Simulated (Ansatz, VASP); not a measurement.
**Two plane-wave programs on TaN**

Contents of INCAR:

```
  ALGO = Normal
  EDIFF = 1E-7
  ENCUT = 520
  GGA = PE
  ISIF = 2
  ISMEAR = 0
  LASPH = True
  LCHARG = False
  LREAL = False
  LWAVE = False
  NBANDS = 15
  NELM = 60
  PREC = Accurate
  SIGMA = 0.15
```

File KPOINTS:

```
k-points
0
Gamma
  24 24 24
```

The input POSCAR:

```
TaN
1.0
    0.0000000000      2.1755052563      2.1423757347
    2.1755052563      0.0000000000      2.1423757347
    2.1755052563      2.1755052563      0.0000000000
Ta N
1 1
Direct
    0.5000000000      0.5000000000      0.5000000000
    0.0000000000      0.0000000000      0.0000000000
```

Input for Ansatz:

```yaml
crystal:
  lattice:
    - [0.0, 2.1755052563, 2.1423757347]
    - [2.1755052563, 0.0, 2.1423757347]
    - [2.1755052563, 2.1755052563, 0.0]
  atoms:
    - { symbol: Ta, position: [0.5, 0.5, 0.5] }
    - { symbol: "N", position: [0.0, 0.0, 0.0] }
basis:
  ecutwfc: 420
kpoints:
  mp_grid: { grid: [24, 24, 24] }
hamiltonian:
  xc: pbe
scf:
  occupations: { method: gaussian, width: 0.15 }
output:
  forces: true
  stress: true
  eigenvalues: true
```

Change from the starting cell: strain -0.015 along x and y, -0.030 along z, atoms carried along.

Alike in both runs: task single point; functional PBE; k mesh 24 × 24 × 24; occupations gaussian, width 0.15 eV; no spin polarisation.

```csv
,VASP,Ansatz
version,VASP 6.6.1,Ansatz 0.2.0
potentials or method,"VASP PAW PBE potentials, release 64 (Ta_pv, N), cutoff 520 eV","scalar-relativistic, plane waves, PAW"
valence electrons in the cell,16,18
```

|  | VASP | Ansatz | Ansatz less VASP |
| --- | --- | --- | --- |
| gap on the k mesh at the Fermi level (eV) | none | none | - |
| pressure (GPa) | 24.2 | 23.1 | -1.09 |
| traceless stress, the component that is largest in VASP (GPa) | 7.96 | 7.91 | -0.054 |

A gap of «none» marks a metal or a gap that the smearing closes. VASP's potentials hold 16 valence electrons a cell and Ansatz's 18, so a difference there can come from the potentials and not from the codes.

Spin-orbit coupling is off throughout.
